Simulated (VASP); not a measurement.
Input of a VASP 6.6.1 run:

INCAR

```
  PREC = Accurate
  ENCUT = 520
  EDIFF = 1E-7
  ISMEAR = 0
  SIGMA = 0.15
  LREAL = False
  LASPH = True
  NELM = 100
  ALGO = Fast
  ISIF = 2
  LWAVE = False
  LCHARG = False
  GGA = PE
  NBANDS = 18
```

The input KPOINTS:

```
regular mesh
0
Gamma
  19 19 4
```

POSCAR

```
Al
1.0
    2.0239800000     -2.0239800000      0.0000000000
    2.0239800000      0.0000000000     -2.0239800000
    8.9619454038      8.9619454038      8.9619454038
Al
6
Direct
    0.6666666667      0.6666666667      0.0752654739
    0.0000000000      0.0000000000      0.8280707741
    0.3333333333      0.3333333333      0.2258265340
    0.6666666667      0.6666666667      0.5269486540
    0.0000000000      0.0000000000      0.3763875940
    0.3333333333      0.3333333333      0.6775097141
```

Potentials or basis: VASP PAW PBE potentials, release 64 (Al).

Command:

```console
$ cat potpaw_PBE.64/Al/POTCAR > POTCAR
$ mpirun -np 1 vasp_std > vasp.out
```

What does it give for the band gap on the k mesh?

Zero (bands 9 and 10 overlap by 3.98 eV).

Estimate the largest force.

0.279 eV/Å.

Forces on the atoms (eV/Å):
```
Al  -0.161 -0.161 -0.161
Al   0.161  0.161  0.161
Al   0.029  0.029  0.029
Al   0.005  0.005  0.005
Al  -0.005 -0.005 -0.005
Al  -0.029 -0.029 -0.029
```

Caveat: the cell differs from its parent crystal (the distance across one plane changed).
